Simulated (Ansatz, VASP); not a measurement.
**Nb2Cu in VASP and in Ansatz**

```
CELL_PARAMETERS angstrom
4.61618 0.00000 0.00000
-2.30809 3.99773 0.00000
0.00000 0.00000 2.69202
ATOMIC_POSITIONS crystal
Nb 0.33333 0.66667 0.50000
Nb 0.66667 0.33333 0.50000
Cu 0.00000 0.00000 0.00000
```

Alike in both runs: functional PBE; k mesh 12 × 12 × 18; occupations gaussian, width 0.1 eV; no spin polarisation.

Ansatz relaxed the structure, and its values are those at the end. VASP's run is a single point on that final structure, the one shown.

|  | VASP | Ansatz |
| --- | --- | --- |
| version | VASP 6.6.1 | Ansatz 0.2.0 |
| potentials or method | VASP PAW PBE potentials, release 64 (Nb_sv, Cu), cutoff 520 eV | scalar-relativistic, plane waves, PAW |
| valence electrons in the cell | 37 | 45 |

|  | VASP | Ansatz | Ansatz less VASP |
| --- | --- | --- | --- |
| gap on the k mesh at the Fermi level (eV) | none | none | - |
| pressure (GPa) | 0.0 | 0.0 | +0.04 |

A gap of «none» marks a metal or a gap that the smearing closes. VASP's potentials hold 37 valence electrons a cell and Ansatz's 45, so a difference there can come from the potentials and not from the codes.
